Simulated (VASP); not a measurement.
# As: elastic constants with PBE

The system is As.

```
As
1.0
     1.88080    1.08588    3.51406
    -1.88080    1.08588    3.51406
     0.00000   -2.17176    3.51406
As
2
Direct
  0.22600 0.22600 0.22600
  0.77400 0.77400 0.77400
```

```yaml
Program: VASP 6.6.1
Task: elastic constants
Functional: PBE
Potentials_or_basis: VASP PAW PBE potentials, release 64 (As)
Cutoff: 600 eV
k_mesh: 7 × 7 × 7
Occupations: fermi-dirac, width 0.05 eV
Spin: no spin polarisation
Dipole_correction: no
Ions_in_elastic_constants: relaxed
Further_INCAR_settings: ALGO = Normal; EDIFF = 1e-08; NBANDS = 12; IBRION = 6; POTIM = 0.015; NSW = 1; ISIF = 3
```

| Property | Result |
| --- | --- |
| Voigt bulk modulus | 63 GPa |
| Highest phonon frequency at Γ | 261 cm⁻¹ |

Phonon frequencies in cm⁻¹ (negative: imaginary):
```tsv
q point	frequencies
(0.000, 0.000, 0.000)	0 0 0 201 201 261
```

Elastic tensor in Voigt notation (GPa, in the Cartesian axes of the cell as first typed):
```
127  63  38 -19   0   0
 63 127  38  19   0   0
 38  38  35   0   0   0
-19  19   0  36   0   0
  0   0   0   0  36 -19
  0   0   0   0 -19  32
```

Clamped-ion elastic tensor (GPa):
```
148  69  60 -35   0   0
 69 148  60  35   0   0
 60  60  67   0   0   0
-35  35   0  73   0   0
  0   0   0   0  73 -35
  0   0   0   0 -35  40
```

Wall time 5 min on 1 thread of Intel(R) Xeon(R) 6975P-C (Granite Rapids), on a shared host, peak memory 0.35 GiB.

Caveat: the cell is under stress, which shifts elastic constants.
